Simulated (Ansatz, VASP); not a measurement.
ZnSe: VASP beside Ansatz

```
Zn Se
1.0
     0.00000    2.87882    2.87882
     2.87882    0.00000    2.87882
     2.87882    2.87882    0.00000
Zn Se
1 1
Direct
  0.00000 0.00000 0.00000
  0.25000 0.25000 0.25000
```

Alike in both runs: task single point; functional HSE06; k mesh 6 × 6 × 6; occupations gaussian, width 0.02 eV; no spin polarisation.

|  | VASP | Ansatz |
| --- | --- | --- |
| version | VASP 6.6.1 | Ansatz 0.2.0 |
| potentials or method | VASP PAW PBE potentials, release 64 (Zn, Se), cutoff 520 eV | scalar-relativistic, plane waves, PAW |
| valence electrons in the cell | 18 | 28 |

```csv
,VASP,Ansatz,Ansatz less VASP
gap on the k mesh at the Fermi level (eV),2.19,2.20,+0.012
least direct gap on the mesh (eV),2.19,2.20,+0.012
pressure (GPa),-1.7,-1.7,+0.03
```

The functional is the same, so the differences come from potentials, cutoffs and numerics. VASP's potentials hold 18 valence electrons a cell and Ansatz's 28, so a difference there can come from the potentials and not from the codes. Ansatz's warnings: stress exchange threshold loose, stress scf threshold loose.
